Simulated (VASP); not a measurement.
Crystal: Mg.

```xyz
2
Lattice="3.2093 0.0000 0.0000 -1.6046 2.7793 0.0000 0.0000 0.0000 5.2103" Properties=species:S:1:pos:R:3 pbc="T T T"
Mg    0.0000    1.8529    1.3026
Mg    1.6047    0.9264    3.9077
```

```yaml
Program: VASP 6.6.1
Task: relaxation of volume and atoms at fixed shape
Functional: LDA
Potentials_or_basis: VASP PAW LDA potentials, release 64 (Mg)
Cutoff: 600 eV
k_mesh: 16 × 16 × 9
Occupations: fermi-dirac, width 0.1 eV
Spin: no spin polarisation
```

At the start: pressure -2.7 GPa; volume 23.24 Å³/atom.

Task: How do energy, volume and symmetry change on relaxing?

Result: Over 3 steps the energy falls by 16.2 meV/atom and the volume is 21.48 Å³/atom (-7.6 %); space group P6_3/mmc (No. 194, to 0.05 Å).

The path:
| step | energy change (eV) | largest force (eV/Å) | pressure (GPa) | volume (Å³) |
| --- | --- | --- | --- | --- |
| 1 | 0.0000 | 0.0000 | -2.75 | 46.47 |
| 2 | -0.0301 | 0.0000 | -0.83 | 43.85 |
| 3 | -0.0325 | 0.0000 | -0.03 | 42.96 |

Final structure:
```cif
data_structure
_symmetry_space_group_name_H-M 'P 1'
_symmetry_Int_Tables_number 1
_cell_length_a 3.1264
_cell_length_b 3.1264
_cell_length_c 5.0757
_cell_angle_alpha 90.000
_cell_angle_beta 90.000
_cell_angle_gamma 120.000
_cell_volume 42.96
loop_
_atom_site_label
_atom_site_type_symbol
_atom_site_fract_x
_atom_site_fract_y
_atom_site_fract_z
_atom_site_occupancy
Mg1 Mg 0.33333 0.66667 0.25000 1
Mg2 Mg 0.66667 0.33333 0.75000 1
```
